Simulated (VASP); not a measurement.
# LiSi32 (a cell with a defect) in VASP: single point with LDA

Aim: the single point of LiSi32 (a cell with a defect) with LDA.

Everything below comes from runs of VASP 6.6.1. Logs are shortened: lines on timing, memory, paths and dates and some standing lists are left out, and cuts for length are marked.

**1. The cell of the first run**

The cell holds a defect, 33 atoms: a = 9.356 Å, b = 9.356 Å, c = 9.356 Å, α = 109.47°, β = 109.47°, γ = 109.47°.

**2. Single point, LDA**

INCAR reads:

```
PREC = Accurate
ENCUT = 520
EDIFF = 1E-6
ISMEAR = 0
SIGMA = 0.02
LREAL = Auto
LASPH = T
NELM = 80
ALGO = Normal
ISIF = 2
LWAVE = F
LCHARG = T
LELF = T
LVHAR = T
NELECT = 130.0
NBANDS = 88
```

KPOINTS reads:

```
Automatic mesh
0
Gamma
  2 2 2
  0.5 0.5 0.5
```

POSCAR reads:

```
LiSi32
1.0
   -5.4019422872     -5.4019422872      5.4019422872
    5.4019422872     -5.4019422872     -5.4019422872
    5.4019422872      5.4019422872      5.4019422872
Si Li
32 1
Direct
    0.2483269774      0.7484137714      0.7476673732
   -0.0000001851      0.7388110216     -0.0011533814
    0.4977861401      0.4977932671      0.7480773183
    0.2515934876      0.4999239822     -0.0007384381
   -0.0000017586      0.5022189901      0.2502898824
    0.7499048092      0.7499103627      0.2503077464
    0.5000815182      0.7516848171      0.4993399330
   -0.0000018512      0.0000044428      0.7484322833
    0.7484090509      0.2483324383      0.7476686690
    0.4999184287      0.2516038543     -0.0007414000
    0.2612026240      0.2612061412      0.2600516491
    0.0000001851      0.2501083736      0.5004051980
    0.7516744504      0.5000863312      0.4993415991
    0.7387977857      0.0000033321     -0.0011495865
    0.5022101044      0.0000053684      0.2502896048
    0.2500978219      0.0000057387      0.5004051980
    0.2503937340      0.7506053905      0.4996285329
    0.0000004628      0.7492076525      0.7501003870
    0.5081623153      0.5081718489      0.5066645207
    0.2494002950      0.4998021742      0.7490316047
    0.0000012958      0.4918504972     -0.0014963137
    0.7460424947      0.7460473078     -0.0014696566
    0.5002066583      0.7496116739      0.2492322999
    0.0000013884      0.0000107369      0.4982758713
    0.7505979858      0.2503990099      0.4996286255
    0.4997956950      0.2494062188      0.7490269768
    0.2507961818      0.2508021982      0.0009008797
    0.0000006479      0.2539656899      0.2524894617
    0.7496046394      0.5002128598      0.2492357246
    0.7492017287      0.0000064792      0.7501052926
    0.4918388348      0.0000108294     -0.0014967765
    0.2539554159      0.0000054610      0.2524886286
   -0.0000008330      0.0000204556      0.0409397191
```

Potentials or basis: VASP PAW LDA potentials, release 64 (Si, Li_sv).

Started as:

```sh
$ cat potpaw_LDA.64/Si/POTCAR potpaw_LDA.64/Li_sv/POTCAR > POTCAR
$ mpirun -np 1 vasp_std > vasp.out
```

OUTCAR:

```text
PREC = Accurate
   ENCUT = 520
   EDIFF = 1E-6
   ISMEAR = 0
   LREAL = Auto
   LASPH = T
   NELM = 80
   ISIF = 2
   NELECT = 130.0

 ion  position               nearest neighbor table
   1  0.248  0.748  0.748-  31 2.33  18 2.33  20 2.33  17 2.33
   2  1.000  0.739  0.999-  21 2.31  33 2.34  18 2.36  22 2.40  32 2.40
   3  0.498  0.498  0.748-  19 2.33  22 2.33  26 2.33  20 2.33
   4  0.252  0.500  0.999-  21 2.33  27 2.33  23 2.33  20 2.33
   5  1.000  0.502  0.250-  21 2.33  28 2.33  29 2.33  17 2.33
   6  0.750  0.750  0.250-  22 2.33  29 2.33  23 2.33  24 2.33
   7  0.500  0.752  0.499-  19 2.33  30 2.33  17 2.33  23 2.33
   8  1.000  0.000  0.748-  24 2.34  18 2.35  30 2.35  27 2.35  33 2.74
   9  0.748  0.248  0.748-  21 2.33  30 2.33  26 2.33  25 2.33
  10  0.500  0.252  0.999-  31 2.33  27 2.33  29 2.33  26 2.33
  11  0.261  0.261  0.260-  19 2.31  33 2.34  27 2.36  32 2.40  28 2.40
  12  0.000  0.250  0.500-  28 2.33  20 2.33  25 2.33  24 2.33
  13  0.752  0.500  0.499-  19 2.33  18 2.33  25 2.33  29 2.33
  14  0.739  0.000  0.999-  31 2.31  33 2.34  30 2.36  22 2.40  28 2.40
  15  0.502  0.000  0.250-  31 2.33  32 2.33  23 2.33  25 2.33
  16  0.250  0.000  0.500-  32 2.33  26 2.33  17 2.33  24 2.33
  17  0.250  0.751  0.500-  16 2.33   5 2.33   7 2.33   1 2.33
  18  0.000  0.749  0.750-  13 2.33   1 2.33   8 2.35   2 2.36
  19  0.508  0.508  0.507-  11 2.31   3 2.33   7 2.33  13 2.33
  20  0.249  0.500  0.749-  12 2.33   3 2.33   1 2.33   4 2.33
  21  0.000  0.492  0.999-   2 2.31   5 2.33   4 2.33   9 2.33
  22  0.746  0.746  0.999-   3 2.33   6 2.33   2 2.40  14 2.40  33 2.54
  23  0.500  0.750  0.249-   6 2.33  15 2.33   4 2.33   7 2.33
  24  0.000  0.000  0.498-  12 2.33  16 2.33   6 2.33   8 2.34
  25  0.751  0.250  0.500-  12 2.33  15 2.33  13 2.33   9 2.33
  26  0.500  0.249  0.749-  16 2.33   3 2.33   9 2.33  10 2.33
  27  0.251  0.251  0.001-   4 2.33  10 2.33   8 2.35  11 2.36
  28  0.000  0.254  0.252-   5 2.33  12 2.33  11 2.40  14 2.40  33 2.54
  29  0.750  0.500  0.249-   6 2.33   5 2.33  10 2.33  13 2.33
  30  0.749  0.000  0.750-   9 2.33   7 2.33   8 2.35  14 2.36
  31  0.492  0.000  0.999-  14 2.31  15 2.33  10 2.33   1 2.33
  32  0.254  0.000  0.252-  15 2.33  16 2.33   2 2.40  11 2.40  33 2.54
  33  1.000  0.000  0.041-  14 2.34  11 2.34   2 2.34  28 2.54  32 2.54  22 2.54   8 2.74

  LATTYP: Found a body centered cubic cell.
 ALAT       =    10.8038845744

  Lattice vectors:

 A1 = (  -5.4019422872,  -5.4019422872,   5.4019422872)
 A2 = (   5.4019422872,  -5.4019422872,  -5.4019422872)
 A3 = (   5.4019422872,   5.4019422872,   5.4019422872)

Analysis of symmetry for initial positions (statically):
=====================================================================
 Subroutine PRICEL returns:
 Original cell was already a primitive cell.

 Routine SETGRP: Setting up the symmetry group for a
 body centered cubic supercell.

 Subroutine GETGRP returns: Found  2 space group operations
 (whereof  2 operations were pure point group operations)
 out of a pool of 48 trial point group operations.

The static configuration has the point symmetry C_1h.

Analysis of symmetry for dynamics (positions and initial velocities):
=====================================================================
 Subroutine PRICEL returns:
 Original cell was already a primitive cell.

 Routine SETGRP: Setting up the symmetry group for a
 body centered cubic supercell.

 Subroutine GETGRP returns: Found  2 space group operations
 (whereof  2 operations were pure point group operations)
 out of a pool of 48 trial point group operations.

The dynamic configuration has the point symmetry C_1h.

 Subroutine INISYM returns: Found  2 space group operations
 (whereof  2 operations are pure point group operations),
 and found     1 'primitive' translations

----------------------------------------------------------------------------------------

                                     Primitive cell

  volume of cell :     630.5359

  direct lattice vectors                    reciprocal lattice vectors
    -5.401942287 -5.401942287  5.401942287     0.000000000 -0.092559301  0.092559301
     5.401942287 -5.401942287 -5.401942287     0.092559301 -0.092559301  0.000000000
     5.401942287  5.401942287  5.401942287     0.092559301  0.000000000  0.092559301

  length of vectors
     9.356438501  9.356438501  9.356438501     0.130898618  0.130898618  0.130898618

  position of ions in fractional coordinates (direct lattice)
     0.248326977  0.748413771  0.747667373
     0.999999815  0.738811022  0.998846619
     0.497786140  0.497793267  0.748077318
     0.251593488  0.499923982  0.999261562
     0.999998241  0.502218990  0.250289882
     0.749904809  0.749910363  0.250307746
[... 25 lines left out ...]
     0.253955416  0.000005461  0.252488629
     0.999999167  0.000020456  0.040939719

  ion indices of the primitive-cell ions
   primitive index   ion index
                 1           1
                 2           2
                 3           3
                 4           4
                 5           5
                 6           6
[... 25 lines left out ...]
                32          32
                33          33

----------------------------------------------------------------------------------------

 KPOINTS: Automatic mesh

Automatic generation of k-mesh.
 Grid dimensions read from file:
 generate k-points for:    2    2    2

 Generating k-lattice:

  Cartesian coordinates                     Fractional coordinates (reciprocal lattice)
     0.000000000 -0.046279650  0.046279650     0.500000000  0.000000000  0.000000000
     0.046279650 -0.046279650  0.000000000     0.000000000  0.500000000  0.000000000
     0.046279650  0.000000000  0.046279650     0.000000000  0.000000000  0.500000000

  Length of vectors
     0.065449309  0.065449309  0.065449309

  Shift w.r.t. Gamma in fractional coordinates (k-lattice)
     0.500000000  0.500000000  0.500000000

 Subroutine IBZKPT returns following result:
 ===========================================

 Found      3 irreducible k-points:

 Following reciprocal coordinates:
            Coordinates               Weight
  0.250000  0.250000  0.250000      2.000000
 -0.250000  0.250000  0.250000      2.000000
  0.250000 -0.250000  0.250000      4.000000
   k-points           NKPTS =      3   k-points in BZ     NKDIM =      3   number of bands    NBANDS=     88
   number of dos      NEDOS =    301   number of ions     NIONS =     33
   total plane-waves  NPLWV = 343000
   dimension x,y,z NGX =    70 NGY =   70 NGZ =   70
   dimension x,y,z NGXF=   140 NGYF=  140 NGZF=  140
   ions per type =              32   1
   NGX,Y,Z   is equivalent  to a cutoff of  12.44, 12.44, 12.44 a.u.
   NGXF,Y,Z  is equivalent  to a cutoff of  24.88, 24.88, 24.88 a.u.
 SYSTEM =  unknown system
   PREC   = accura    normal or accurate (medium, high low for compatibility)
   ISTART =      0    job   : 0-new  1-cont  2-samecut
   ICHARG =      2    charge: 1-file 2-atom 10-const
   ISPIN  =      1    spin polarized calculation?
   LNONCOLLINEAR =      F non collinear calculations
   LSORBIT =      F    spin-orbit coupling
   LASPH  =      T    aspherical Exc in radial PAW
   ENCUT  =  520.0 eV  38.22 Ry    6.18 a.u.  17.40 17.40 17.40*2*pi/ulx,y,z
   NELM   =     80;   NELMIN=  2; NELMDL= -5     # of ELM steps
   EDIFF  = 0.1E-05   stopping-criterion for ELM
   LREAL  =      T    real-space projection
   EDIFFG = 0.1E-04   stopping-criterion for IOM
   NSW    =      0    number of steps for IOM
   IBRION =     -1    ionic relax: 0-MD 1-quasi-New 2-CG
   NFREE  =      0    steps in history (QN), initial steepest desc. (CG)
   ISIF   =      2    stress and relaxation
   ISYM   =      2    0-nonsym 1-usesym 2-fastsym
   POTIM  = 0.5000    time-step for ionic-motion
   TEBEG  =    0.0;   TEEND  =   0.0 temperature during run
   PSTRESS=    0.0 pullay stress
   NELECT =     130.0000    total number of electrons
   NUPDOWN=      -1.0000    fix difference up-down
   EMIN   =  10.00;   EMAX   =-10.00  energy-range for DOS
   EFERMI =   0.00;   METHOD = LEGACY
   ISMEAR =     0;   SIGMA  =   0.02  broadening in eV -4-tet -1-fermi 0-gaus
   EFERMI_NEDOS =   21; number of points for ismear=-14 and -15
   IALGO  =     38    algorithm
   IMIX   =      4    mixing-type and parameters
     AMIX     =   0.40;   BMIX     =  1.00
     AMIX_MAG =   1.60;   BMIX_MAG =  1.00
  volume/ion in A,a.u.               =      19.11       128.94
  Fermi-wavevector in a.u.,A,eV,Ry     =   0.967133  1.827616 12.726147  0.935345
  Thomas-Fermi vector in A             =   2.096993
   LORBIT       =      0    0 simple, 1 ext, 2 COOP (PROOUT), +10 PAW based schemes
   GGA     = CA    functional components
   LHFCALC =     F    Hartree Fock is set to
   AEXX    =    0.0000 exact exchange contribution
   IVDW    =     0    specifies the selected vdW correction
   LEPSILON=     F    determine dielectric tensor
   LRPA    =     F    only Hartree local field effects (RPA)
 non-spin polarized calculation
 Gauss-broadening in eV      SIGMA  =   0.02
  energy-cutoff  :      520.00
  volume of cell :      630.54
 maximum number of plane-waves:     17028
 NGX is ok and might be reduce to    70
   NGX = 35   NGY = 35   NGZ = 35

 number of electron     129.9999991 magnetization

 Free energy of the ion-electron system (eV)
  ---------------------------------------------------
  ext. energy  EPLUGINS =         0.00000000
  ---------------------------------------------------
  free energy    TOTEN  =      -199.12430086 eV

  energy without entropy =     -199.12430086  energy(sigma->0) =     -199.12430086

 E-fermi :   5.4117     XC(G=0):  -9.6931

 val. band max:        5.2944711511   @ k =   0.2500   0.2500   0.2500
 cond. band min:       6.5145235407   @ k =   0.2500  -0.2500   0.2500
 fundamental gap:      1.2200523896
 Fermi energy:         5.4117228764

 k-point     1 :       0.2500    0.2500    0.2500
  band No.  band energies     occupation
      1     -39.4405      2.00000
      2      -5.2499      2.00000
      3      -5.2308      2.00000
      4      -5.2308      2.00000
      5      -5.2058      2.00000
      6      -3.3774      2.00000
[... 69 lines left out ...]
     76       7.4833      0.00000
     77       7.5480      0.00000

 k-point     2 :      -0.2500    0.2500    0.2500
  band No.  band energies     occupation
      1     -39.4404      2.00000
      2      -5.7603      2.00000
      3      -4.7271      2.00000
      4      -4.7034      2.00000
      5      -4.6922      2.00000
      6      -4.6601      2.00000
[... 69 lines left out ...]
     76       8.3275      0.00000
     77       8.3779      0.00000

 k-point     3 :       0.2500   -0.2500    0.2500
  band No.  band energies     occupation
      1     -39.4404      2.00000
      2      -5.7603      2.00000
      3      -4.7271      2.00000
      4      -4.7034      2.00000
      5      -4.6922      2.00000
      6      -4.6601      2.00000
[... 69 lines left out ...]
     76       8.3275      0.00000
     77       8.3779      0.00000
 [bands above 77 left out]

------------------------ aborting loop because EDIFF is reached ----------------------------------------

  FORCE on cell =-STRESS in cart. coord.  units (eV):
  Direction    XX          YY          ZZ          XY          YZ          ZX
  --------------------------------------------------------------------------------------
  -------------------------------------------------------------------------------------
  Total       -6.1226159     -6.1223345     -6.1223345     -0.5504645     -0.5512107     -0.5504644
  in kB      -15.5574274    -15.5567126    -15.5567126     -1.3987177     -1.4006138     -1.3987176
  external PRESSURE =     -15.5569509 kB  Pullay stress =       0.0000000 kB

 VOLUME and BASIS-vectors are now :
 -----------------------------------------------------------------------------
  energy-cutoff  :      520.00
  volume of cell :      630.54
      direct lattice vectors                 reciprocal lattice vectors
    -5.401942287 -5.401942287  5.401942287     0.000000000 -0.092559301  0.092559301
     5.401942287 -5.401942287 -5.401942287     0.092559301 -0.092559301  0.000000000
     5.401942287  5.401942287  5.401942287     0.092559301  0.000000000  0.092559301

 POSITION                                       TOTAL-FORCE (eV/Angst)
 -----------------------------------------------------------------------------------
      6.74030     -1.34548      1.33742         0.010732      0.008750      0.011174
      3.98478     -3.99724      6.80664         0.026949      0.030786      0.030786
      4.04111     -1.33699      4.04103         0.034989     -0.012883      0.034999
      6.73942      1.33830      4.05649         0.011229      0.010675      0.008795
     -1.33692     -6.76284      4.04103        -0.012532      0.034816      0.034816
      1.35218     -6.74977      1.35212         0.014360      0.008377      0.014383
[... 25 lines left out ...]
     -0.00789     -0.00795      2.73575         0.033493      0.033449     -0.036964
     -5.18067     -5.18089      5.62298        -0.437271     -0.436496     -0.436496
 -----------------------------------------------------------------------------------
    total drift:                                0.000955     -0.000830      0.003706

  FREE ENERGIE OF THE ION-ELECTRON SYSTEM (eV)
  ---------------------------------------------------
  free  energy   TOTEN  =      -199.1243008579 eV

  energy  without entropy=     -199.1243008579  energy(sigma->0) =     -199.12430086
```

It took 8.2 min on 1 thread of Oxide Virtual Turin-like, shared host; peak memory 0.51 GiB.

What came out:

- Free energy: -199.1243 eV
- Largest force: 0.756 eV/Å

Forces in eV/Å, atoms in the order of the input:
```
Si   0.011  0.009  0.011
Si   0.027  0.031  0.031
Si   0.035 -0.013  0.035
Si   0.011  0.011  0.009
Si  -0.013  0.035  0.035
Si   0.014  0.008  0.014
Si   0.009  0.011  0.011
Si  -0.002 -0.002 -0.002
Si   0.011  0.009  0.011
Si   0.009  0.011  0.011
Si   0.031  0.027  0.031
Si   0.008  0.014  0.014
Si   0.011  0.011  0.009
Si   0.031  0.031  0.027
Si   0.035  0.035 -0.013
Si   0.014  0.014  0.008
Si   0.003  0.019  0.003
Si   0.016  0.020  0.020
Si   0.021  0.012  0.021
Si   0.003  0.003  0.019
Si   0.012  0.021  0.021
Si   0.033 -0.037  0.033
Si   0.019  0.003  0.003
Si   0.006  0.007  0.007
Si   0.003  0.019  0.003
Si   0.019  0.003  0.003
Si   0.020  0.015  0.020
Si  -0.037  0.034  0.034
Si   0.003  0.003  0.019
Si   0.020  0.020  0.015
Si   0.021  0.021  0.012
Si   0.033  0.033 -0.037
Li  -0.437 -0.436 -0.436
```

Caveat: the cell carries a net charge on a neutralising background, which shifts energy and pressure; the cell is charged against a uniform background, so pressure and absolute levels hang on convention; the cutoff is under 1.25 times the usual one of these potentials, so pressure, stress and relaxed cells hold a basis-set (Pulay) error.
